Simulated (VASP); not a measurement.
# Er3Se: relaxation of cell and atoms with PBE

Crystal: Er3Se.

```
Er Se
1.0
     3.56437    0.00000    0.00000
     0.00000    3.56437    0.00000
     0.00000    0.00000    8.32633
Er Se
3 1
Direct
  0.50000 0.50000 0.78897
  0.00000 0.00000 0.50000
  0.50000 0.50000 0.21103
  0.00000 0.00000 0.00000
```

The cell was generated, and may not be a known phase.

```yaml
Program: VASP 6.6.1
Task: relaxation of cell and atoms
Functional: PBE
Potentials_or_basis: VASP PAW PBE potentials, release 64 (Er_3, Se), 4f in core
Cutoff: 500 eV
k_mesh: 14 × 14 × 6
Occupations: gaussian, width 0.1 eV
Spin: no spin polarisation
Dipole_correction: no
Further_INCAR_settings: ALGO = Normal; EDIFF = 1e-07; IBRION = 2; EDIFFG = -0.01; NSW = 100; ISIF = 3
```

```yaml
Relaxed_volume: 26.79 Å³/atom
Relaxed_cell: a = 3.565 Å, b = 3.565 Å, c = 8.434 Å, α = 90.00°, β = 90.00°, γ = 90.00°
Space_group_after_relaxing_to_0.1_Å: P4/mmm (No. 123)
Energy_gained_by_relaxing: 0.8 meV/atom
Ionic_steps: 7
Pressure_after_relaxing: 0.0 GPa
Band_gap_on_the_k_mesh: zero (an odd number of electrons rules out a gap without spin polarisation)
```

Step by step:
```csv
step,energy change (eV),largest force (eV/Å),pressure (GPa),volume (Å³)
1,0.0000,0.0256,0.62,105.78
2,-0.0025,0.0001,-0.17,107.35
3,-0.0026,0.0043,-0.04,107.07
4,-0.0030,0.0044,-0.02,107.08
5,-0.0033,0.0236,0.01,107.12
6,-0.0033,0.0153,0.00,107.14
7,-0.0034,0.0013,0.00,107.18
```

Final structure:
```yaml
crystal:
  lattice:
    - [3.56484, 0.00000, 0.00000]
    - [0.00000, 3.56484, 0.00000]
    - [0.00000, 0.00000, 8.43391]
  atoms:
    - { symbol: Er, position: [0.50000, 0.50000, 0.78923] }
    - { symbol: Er, position: [0.00000, 0.00000, 0.50000] }
    - { symbol: Er, position: [0.50000, 0.50000, 0.21077] }
    - { symbol: Se, position: [0.00000, 0.00000, 0.00000] }
```

Levels at points of the mesh, in eV from the Fermi level:
```
           k point  band 13  band 14  band 15  band 16  band 17  band 18  band 19  band 20
(0.00, 0.00, 0.00)    -2.55    -2.55    -1.63    -1.07    -0.02     0.44     1.05     1.31
(0.50, 0.00, 0.00)    -2.27    -2.24    -2.02    -0.48     0.23     0.51     1.17     1.40
(0.50, 0.50, 0.00)    -4.43    -1.82    -0.91    -0.46    -0.46     0.89     1.01     1.01
(0.00, 0.00, 0.50)    -2.55    -2.55    -2.20    -0.72    -0.66     0.13     0.67     1.49
(0.50, 0.00, 0.50)    -2.25    -2.12    -1.70    -0.87     0.07     0.54     0.86     1.54
(0.50, 0.50, 0.50)    -4.57    -1.29    -0.35    -0.32    -0.32     0.14     0.67     0.67
```

Wall time 26 min on 1 thread of AMD EPYC 7R43 64-Core Processor (Zen 3), on a shared host, peak memory 0.39 GiB.

Caveat: spin-orbit coupling is left out, which moves the levels of the heavy elements; the 4f electrons are frozen in the core, so they carry no moment and show no levels; the run has no spin polarisation, though such a crystal can be magnetic. With open d or f shells a metallic result of PBE can be an artefact of self-interaction; +U or a hybrid may open a gap.
